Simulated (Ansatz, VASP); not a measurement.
# Al2C: VASP beside Ansatz

```
Al C
1.0
     3.18085    0.00000    0.00000
    -1.59042    2.75469    0.00000
     0.00000    0.00000    4.40998
Al C
2 1
Direct
  0.33333 0.66667 0.24192
  0.66667 0.33333 0.75808
  0.00000 0.00000 0.00000
```

Change from the starting cell: species swapped into the NiTe2 type (P-3m1, No. 164).

Alike in both runs: task single point; functional PBE; k mesh 6 × 6 × 4; occupations gaussian, width 0.1 eV; no spin polarisation.

```csv
,VASP,Ansatz
version,VASP 6.6.1,Ansatz 0.2.0
potentials or method,"VASP PAW PBE potentials, release 64 (Al, C), cutoff 520 eV","scalar-relativistic, plane waves, PAW"
valence electrons in the cell,10,10
```

VASP gave:

* gap on the k mesh at the Fermi level (eV): none
* pressure (GPa): -7.1
* traceless stress, the component that is largest in VASP (GPa): 4.63
* rms of the force components (eV/Å): 0.396

Problem. What did Ansatz give for the same quantities?

Solution. gap on the k mesh at the Fermi level (eV): none; pressure (GPa): -7.1; traceless stress, the component that is largest in VASP (GPa): 4.73; rms of the force components (eV/Å): 0.391.

Atom by atom the forces differ by 0.005 eV/Å (rms over components). A gap of «none» marks a metal or a gap that the smearing closes.

The k mesh is coarse, so the values compare programs but aren't converged.
